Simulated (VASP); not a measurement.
Wanted: the native input for a VASP 6.6.1 run.

```
Task                   : single point
Functional             : r2SCAN
Potentials or basis    : VASP PAW PBE potentials, release 64 (Ca_sv, O)
Cutoff                 : 520 eV
k mesh                 : 8 × 8 × 8
Occupations            : gaussian, width 0.01 eV
Spin                   : no spin polarisation
Dipole correction      : no
Further INCAR settings : ALGO = Normal; EDIFF = 1e-06; NBANDS = 15
```

The system is CaO.

```
CELL_PARAMETERS angstrom
0.00000 2.67190 2.48429
2.67190 0.00000 2.48429
2.67190 2.67190 0.00000
ATOMIC_POSITIONS crystal
Ca 0.00000 0.00000 0.00000
O 0.25000 0.25000 0.25000
```

This cell differs from its parent crystal: epitaxial xy strain +2.5%.

One way to write it, as run:

POSCAR

```
CaO
1.0
    0.0000000000      2.6719000325      2.4842894545
    2.6719000325      0.0000000000      2.4842894545
    2.6719000325      2.6719000325      0.0000000000
Ca O
1 1
Direct
    0.0000000000      0.0000000000      0.0000000000
    0.2500000000      0.2500000000      0.2500000000
```

INCAR.step1

```
PREC     = Accurate       # precision mode
ENCUT    = 520            # plane-wave cutoff, eV
ISMEAR   = 0              # smearing method
SIGMA    = 0.01           # smearing width, eV
LREAL    = F              # projectors in reciprocal space
LASPH    = T              # aspherical terms in the spheres
NELM     = 80             # most SCF steps
NBANDS   = 15             # bands
GGA      = PE             # functional
ALGO     = Normal         # electronic algorithm
EDIFF    = 1E-4           # SCF threshold, eV
LWAVE    = T              # write WAVECAR
LCHARG   = F              # write CHGCAR
```

INCAR.step2

```
PREC     = Accurate       # precision mode
ENCUT    = 520            # plane-wave cutoff, eV
EDIFF    = 1E-6           # SCF threshold, eV
ISMEAR   = 0              # smearing method
SIGMA    = 0.01           # smearing width, eV
LREAL    = F              # projectors in reciprocal space
LASPH    = T              # aspherical terms in the spheres
NELM     = 80             # most SCF steps
ALGO     = Normal         # electronic algorithm
ISIF     = 2              # what is computed and relaxed
LWAVE    = F              # write WAVECAR
LCHARG   = T              # write CHGCAR
METAGGA  = R2SCAN         # meta-GGA
LMIXTAU  = T            
LELF     = T              # ELF
LVHAR    = T            
NBANDS   = 15             # bands
ISTART   = 1
```

KPOINTS

```
Automatic mesh
0
Gamma
  8 8 8
```

Potentials or basis: VASP PAW PBE potentials, release 64 (Ca_sv, O).

The run is started by

```bash
$ cat potpaw_PBE.64/Ca_sv/POTCAR potpaw_PBE.64/O/POTCAR > POTCAR
$ cp INCAR.step1 INCAR
$ mpirun -np 1 vasp_std > vasp.out
$ cp INCAR.step2 INCAR
$ mpirun -np 1 vasp_std > vasp.out
```

Results of the run:

```
Pressure               : 0.5 GPa
Band gap on the k mesh : 3.68 eV (least direct gap 4.30 eV)
```

Caveat: the cell differs from its parent crystal (epitaxial xy strain +2.5%); the structure was generated, so it needn't be the stable form of CaO; the PAW data sets were made with another functional, which shifts forces and pressure a little.

Run time: 2 min on 1 thread of Oxide Virtual Turin-like Processor, on a shared host, peak memory 0.15 GiB.
